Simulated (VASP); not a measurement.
Runs of VASP 6.6.1 on Pt. The structure is that of space group P6/mmm (No. 191), or close to it. The cells are those of the table. This isn't the form of Pt at room conditions, which is fcc.

```csv
task,cell,k mesh,cutoff (eV),gap on the mesh (eV),pressure (GPa)
single point,"a = 4.491, b = 4.491, c = 2.678 Å, angles 90.0, 90.0, 120.0°, 3 atoms",9 × 9 × 13,520,none,(a)
single point,"a = 4.553, b = 4.553, c = 2.715 Å, angles 90.0, 90.0, 120.0°, 3 atoms",9 × 9 × 13,520,none,-0.5
single point,"a = 4.613, b = 4.613, c = 2.750 Å, angles 90.0, 90.0, 120.0°, 3 atoms",9 × 9 × 13,520,none,(b)
single point,"a = 4.671, b = 4.671, c = 2.785 Å, angles 90.0, 90.0, 120.0°, 3 atoms",9 × 9 × 13,520,none,-14.0
single point,"a = 4.553, b = 4.553, c = 2.715 Å, angles 90.0, 90.0, 120.0°, 3 atoms",8 × 8 × 12,520,none,-0.5
single point,"a = 4.553, b = 4.553, c = 2.715 Å, angles 90.0, 90.0, 120.0°, 3 atoms",11 × 11 × 15,520,none,-0.5
single point,"a = 4.428, b = 4.428, c = 2.640 Å, angles 90.0, 90.0, 120.0°, 3 atoms",9 × 9 × 13,520,none,22.5
relaxation of cell and atoms,"relaxed from a = 4.402, b = 4.402, c = 2.698 Å, angles 90.0, 90.0, 120.0°, 3 atoms",8 × 8 × 12,600,none,0.0
single point,"a = 4.728, b = 4.728, c = 2.819 Å, angles 90.0, 90.0, 120.0°, 3 atoms",9 × 9 × 13,520,none,-18.4
single point,"a = 4.363, b = 4.363, c = 2.601 Å, angles 90.0, 90.0, 120.0°, 3 atoms",9 × 9 × 13,520,none,39.3
```

Alike in all rows: level revPBE; potentials or basis VASP PAW PBE potentials, release 64 (Pt); no spin polarisation; smearing fermi-dirac 0.1 eV.

Task: Fill in the values left out.

Result: (a) 9.5; (b) -8.1.

Caveats: the PAW data sets were made with another functional, which shifts forces and pressure a little; spin-orbit coupling is left out, which moves the levels of the heavy elements; the cell stands under pressure (at least some runs); the cell stands under tension (at least some runs).

A k mesh can miss the band edges, and the runs leave out spin-orbit coupling on Pt.

A gap of «none» marks levels without a gap at the run's occupations.
